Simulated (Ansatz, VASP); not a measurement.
## C in VASP and in Ansatz

Contents of INCAR:

```
SYSTEM = C
  PREC = Accurate
  ENCUT = 600
  EDIFF = 1E-6
  ISMEAR = 0
  SIGMA = 0.1
  LREAL = .False.
  LASPH = .True.
  NELM = 80
  ALGO = Normal
  ISIF = 3
  LWAVE = .False.
  LCHARG = .False.
  GGA = PE
  IBRION = 2
  NSW = 90
  EDIFFG = -0.04
```

The input KPOINTS:

```
regular mesh
0
Gamma
  6 6 8
  0 0 0
```

Contents of POSCAR:

```
C
1.0
    3.8753117800      0.0000000000      0.0000000000
   -1.9376558900      3.3561184500      0.0000000000
    0.0000000000      0.0000000000      2.4590789300
C
6
Direct
    0.3127746600      0.0000000000      0.5000000000
    0.0000000000      0.3127746600      0.8333333300
    0.6872253400      0.6872253400      0.1666666700
    0.6872253400      0.0000000000      0.5000000000
    0.0000000000      0.6872253400      0.8333333300
    0.3127746600      0.3127746600      0.1666666700
```

Input for Ansatz:

```yaml
crystal:
  lattice:
    - [3.87531178, 0.0, 0.0]
    - [-1.93765589, 3.35611845, 0.0]
    - [0.0, 0.0, 2.45907893]
  atoms:
    - { symbol: C, position: [0.31277466, 0.0, 0.5] }
    - { symbol: C, position: [0.0, 0.31277466, 0.83333333] }
    - { symbol: C, position: [0.68722534, 0.68722534, 0.16666667] }
    - { symbol: C, position: [0.68722534, 0.0, 0.5] }
    - { symbol: C, position: [0.0, 0.68722534, 0.83333333] }
    - { symbol: C, position: [0.31277466, 0.31277466, 0.16666667] }
basis:
  ecutwfc: 420
kpoints:
  mp_grid: { grid: [6, 6, 8] }
hamiltonian:
  xc: pbe
scf:
  occupations: { method: gaussian, width: 0.1 }
  lower_state_search: "off"
output:
  forces: true
  stress: true
  eigenvalues: true
relax:
  adjacent_minimum: "off"
  f_tol: 0.04
  max_steps: 70
  cell: { stress_tol: 0.4 }
```

Alike in both runs: task relaxation of cell and atoms; functional PBE; k mesh 6 × 6 × 8; occupations gaussian, width 0.1 eV; no spin polarisation.

```csv
,VASP,Ansatz
version,VASP 6.6.1,Ansatz 0.2.0
potentials or method,"VASP PAW PBE potentials, release 64 (C), cutoff 600 eV","scalar-relativistic, plane waves, PAW"
valence electrons in the cell,24,24
```

```csv
,VASP,Ansatz,Ansatz less VASP
"gap on the k mesh at the Fermi level, each at its own relaxed structure (eV)",none,none,-
relaxed volume (Å³/atom),5.99,5.99,-0.002
relaxed cell length with the largest relative difference (Å),2.501,2.501,-0.0003
```

A gap of «none» marks a metal or a gap that the smearing closes.
